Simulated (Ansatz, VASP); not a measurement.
This is a calculation of InPd for Ansatz 0.2.0.

Contents of input:

```
crystal:
  lattice:
    - [0.0, 2.74607, 2.74607]
    - [2.74607, 0.0, 2.74607]
    - [2.74607, 2.74607, 0.0]
  atoms:
    - { symbol: In, position: [0.0, 0.0, 0.0] }
    - { symbol: Pd, position: [0.5, 0.5, 0.5] }
hamiltonian:
  xc: r2scan50
  pseudopotentials: { kind: paw }
kpoints:
  mp_grid: { grid: [4, 4, 4] }
scf:
  occupations: { method: fermi_dirac, width: 0.05 }
output:
  forces: true
  stress: true
  eigenvalues: true
```

Q: Translate it to VASP 6.6.1. Potentials there: VASP PAW PBE potentials, release 64 (In_d, Pd).

A: As run (the cutoff follows the program's own potentials):

The input POSCAR:

```
InPd
1.0
    0.0000000000      2.7460700000      2.7460700000
    2.7460700000      0.0000000000      2.7460700000
    2.7460700000      2.7460700000      0.0000000000
In Pd
1 1
Direct
    0.0000000000      0.0000000000      0.0000000000
    0.5000000000      0.5000000000      0.5000000000
```

Contents of INCAR.step1:

```
PREC     = Accurate       # precision mode
ENCUT    = 520            # plane-wave cutoff, eV
EDIFF    = 1E-5           # SCF threshold, eV
ISMEAR   = -1             # smearing method
SIGMA    = 0.05           # smearing width, eV
LREAL    = F              # projectors in reciprocal space
LASPH    = T              # aspherical terms in the spheres
NELM     = 60             # most SCF steps
ALGO     = Normal         # electronic algorithm
ISIF     = 2              # what is computed and relaxed
LWAVE    = T              # write WAVECAR
NBANDS   = 18             # bands
GGA      = PE             # functional
```

The input INCAR.step2:

```
PREC     = Accurate       # precision mode
ENCUT    = 520            # plane-wave cutoff, eV
EDIFF    = 1E-7           # SCF threshold, eV
ISMEAR   = -1             # smearing method
SIGMA    = 0.05           # smearing width, eV
LREAL    = F              # projectors in reciprocal space
LASPH    = T              # aspherical terms in the spheres
NELM     = 60             # most SCF steps
ALGO     = Normal         # electronic algorithm
ISIF     = 2              # what is computed and relaxed
LWAVE    = F              # write WAVECAR
LCHARG   = T              # write CHGCAR
METAGGA  = R2SCAN         # meta-GGA
LHFCALC  = T              # exact exchange
AEXX     = 0.5            # exact-exchange fraction
LMIXTAU  = T            
PRECFOCK = Normal       
LELF     = T              # ELF
LVHAR    = T            
NBANDS   = 18             # bands
ISTART   = 1
```

Contents of KPOINTS:

```
Automatic mesh
0
Gamma
  4 4 4
```

Potentials or basis: VASP PAW PBE potentials, release 64 (In_d, Pd).

Run with:

```sh
$ cat potpaw_PBE.64/In_d/POTCAR potpaw_PBE.64/Pd/POTCAR > POTCAR
$ cp INCAR.step1 INCAR
$ mpirun -np 1 vasp_std > vasp.out
$ cp INCAR.step2 INCAR
$ mpirun -np 1 vasp_std > vasp.out
```

Both were run:

|  | VASP | Ansatz | Ansatz less VASP |
| --- | --- | --- | --- |
| gap on the k mesh at the Fermi level (eV) | none | none | - |
| pressure (GPa) | -7.0 | -7.2 | -0.25 |

VASP's potentials were made for PBE, not for r2SCAN50. A gap of «none» marks a metal or a gap that the smearing closes. VASP's potentials hold 23 valence electrons a cell and Ansatz's 31, so a difference there can come from the potentials and not from the codes.

The k mesh is coarse, so the values compare programs but aren't converged.
